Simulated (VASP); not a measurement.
Runs of VASP 6.6.1 on Ga. The structure is that of space group P6/mmm (No. 191), or close to it. The cells are those of the table. This isn't the form of Ga at room conditions, which is orthorhombic.

```csv
task,cell,k mesh,cutoff (eV),gap on the mesh (eV),pressure (GPa)
single point,"a = 4.852, b = 4.852, c = 3.276 Å, angles 90.0, 90.0, 120.0°, 3 atoms",8 × 8 × 11,520,none,0.2
relaxation of cell and atoms,"relaxed from a = 4.802, b = 4.802, c = 2.944 Å, angles 90.0, 90.0, 120.0°, 3 atoms",8 × 8 × 11,600,none,0.0
single point,"a = 4.916, b = 4.916, c = 3.319 Å, angles 90.0, 90.0, 120.0°, 3 atoms",9 × 9 × 11,520,none,-0.7
single point,"a = 5.039, b = 5.039, c = 3.402 Å, angles 90.0, 90.0, 120.0°, 3 atoms",9 × 9 × 11,520,none,(a)
single point,"a = 4.979, b = 4.979, c = 3.361 Å, angles 90.0, 90.0, 120.0°, 3 atoms",9 × 9 × 11,520,none,-1.6
single point,"a = 4.852, b = 4.852, c = 3.276 Å, angles 90.0, 90.0, 120.0°, 3 atoms",9 × 9 × 11,520,none,0.2
single point,"a = 4.650, b = 4.650, c = 3.139 Å, angles 90.0, 90.0, 120.0°, 3 atoms",9 × 9 × 11,520,none,5.4
```

Alike in all rows: level BLYP; potentials or basis VASP PAW PBE potentials, release 64 (Ga_d); no spin polarisation; smearing fermi-dirac 0.1 eV.

Task: Estimate the missing entries.

Result: (a) -2.3.

Caveats: the PAW data sets were made with another functional, which shifts forces and pressure a little; the cell stands under pressure (at least some runs).

A k mesh can miss the band edges, and the runs leave out spin-orbit coupling on Ga.

A gap of «none» marks levels without a gap at the run's occupations.
